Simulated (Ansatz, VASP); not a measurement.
## NiO in VASP and in Ansatz

The input INCAR:

```
SYSTEM = NiO
PREC = Accurate
ENCUT = 520
EDIFF = 1E-6
ISMEAR = 0
SIGMA = 0.05
LREAL = .FALSE.
LASPH = .TRUE.
NELM = 150
ALGO = Normal
ISIF = 2
LWAVE = .FALSE.
LCHARG = .TRUE.
ISPIN = 2
MAGMOM = 1.54 0
LORBIT = 11
LMAXMIX = 4
GGA = PE
LELF = .TRUE.
LVHAR = .TRUE.
NBANDS = 19
```

The input KPOINTS:

```
regular mesh
0
G
  14 14 14
  0 0 0
```

File POSCAR:

```
NiO
1.0
    0.0000000000      2.1115830002      2.1115830002
    2.1115830002      0.0000000000      2.1115830002
    2.1115830002      2.1115830002      0.0000000000
Ni O
1 1
Direct
    0.0000000000      0.0000000000      0.0000000000
    0.5000000000      0.5000000000      0.5000000000
```

Input for Ansatz:

```yaml
crystal:
  lattice:
    - [0.0, 2.1115830002, 2.1115830002]
    - [2.1115830002, 0.0, 2.1115830002]
    - [2.1115830002, 2.1115830002, 0.0]
  atoms:
    - { symbol: Ni, position: [0.0, 0.0, 0.0], spin: 1.54 }
    - { symbol: O, position: [0.5, 0.5, 0.5] }
basis:
  ecutwfc: 420
  ecutrho_ratio: 4
kpoints:
  mp_grid: { grid: [14, 14, 14] }
hamiltonian:
  xc: pbe
scf:
  occupations: { method: gaussian, width: 0.05 }
output:
  forces: true
  stress: true
  eigenvalues: true
  populations: true
magnetization:
  spin_polarized: true
```

Alike in both runs: task single point; functional PBE; k mesh 14 × 14 × 14; occupations gaussian, width 0.05 eV; collinear spin.

```csv
,VASP,Ansatz
version,VASP 6.6.1,Ansatz 0.2.0
potentials or method,"VASP PAW PBE potentials, release 64 (Ni, O), cutoff 520 eV","scalar-relativistic, plane waves, PAW"
valence electrons in the cell,16,24
```

```tsv
	VASP	Ansatz	Ansatz less VASP
gap on the k mesh at the Fermi level (eV)	none	none	-
pressure (GPa)	-1.4	-0.7	+0.66
net moment per atom (μB)	0.89	0.91	+0.021
size of the moment on the site where the two differ most (μB)	0.27	0.30	+0.025
```

Site moments also hang on the region over which each program counts them. A gap of «none» marks a metal or a gap that the smearing closes. VASP's potentials hold 16 valence electrons a cell and Ansatz's 24, so a difference there can come from the potentials and not from the codes.
